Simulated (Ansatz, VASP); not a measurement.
# AlNi: VASP beside Ansatz

The input INCAR:

```
ALGO = Normal
EDIFF = 1E-6
ENCUT = 690
GGA = PE
GGA_COMPAT = F
ISIF = 2
ISMEAR = -1
ISPIN = 2
LASPH = T
LCHARG = F
LMAXMIX = 4
LORBIT = 11
LREAL = F
LWAVE = F
MAGMOM = 1.2 0
NBANDS = 22
NELM = 200
NUPDOWN = 1.2
PREC = Accurate
SIGMA = 0.05
```

Contents of KPOINTS:

```
k-points
0
Gamma
  8 8 8
```

The input POSCAR:

```
AlNi
1.0
    2.8810000000      0.0000000000      0.0000000000
    0.0000000000      2.8810000000      0.0000000000
    0.0000000000      0.0000000000      2.8810000000
Ni Al
1 1
Direct
    0.5000000000      0.5000000000      0.5000000000
    0.0000000000      0.0000000000      0.0000000000
```

The input input.yaml:

```yaml
crystal:
  lattice:
    - [2.881, 0.0, 0.0]
    - [0.0, 2.881, 0.0]
    - [0.0, 0.0, 2.881]
  atoms:
    - { symbol: Ni, position: [0.5, 0.5, 0.5], spin: 1.2 }
    - { symbol: Al, position: [0.0, 0.0, 0.0] }
hamiltonian:
  xc: pbe
  pseudopotentials: { kind: paw }
magnetization:
  spin_polarized: true
  initial_magnetization: 1.2
  spin_locking: { lock_magnetization: hard }
kpoints:
  mp_grid: { grid: [8, 8, 8] }
scf:
  occupations: { method: fermi_dirac, width: 0.05 }
  lower_state_search: "off"
output:
  forces: true
  stress: true
  eigenvalues: true
  write_density: true
  write_potential: true
  elf: true
  volumetric_format: npy
```

Alike in both runs: task single point; functional PBE; k mesh 8 × 8 × 8; occupations fermi-dirac, width 0.05 eV; collinear spin; fixed moment 1.2 μB.

```csv
,VASP,Ansatz
version,VASP 6.6.1,Ansatz 0.2.0
potentials or method,"VASP PAW PBE potentials, release 64 (Ni_sv_GW, Al)",Ansatz PAW
plane-wave cutoff (eV),690,420
valence electrons in the cell,21,21
```

```csv
,VASP,Ansatz,Ansatz less VASP
pressure (GPa),6.7,7.9,+1.18
net moment per atom (μB),0.60,0.60,0.000
size of the moment on the site where the two differ most (μB),0.07,0.12,+0.046
```

Site moments also hang on the region over which each program counts them. With one functional, cell and mesh, what is left measures potentials, basis and numerics.
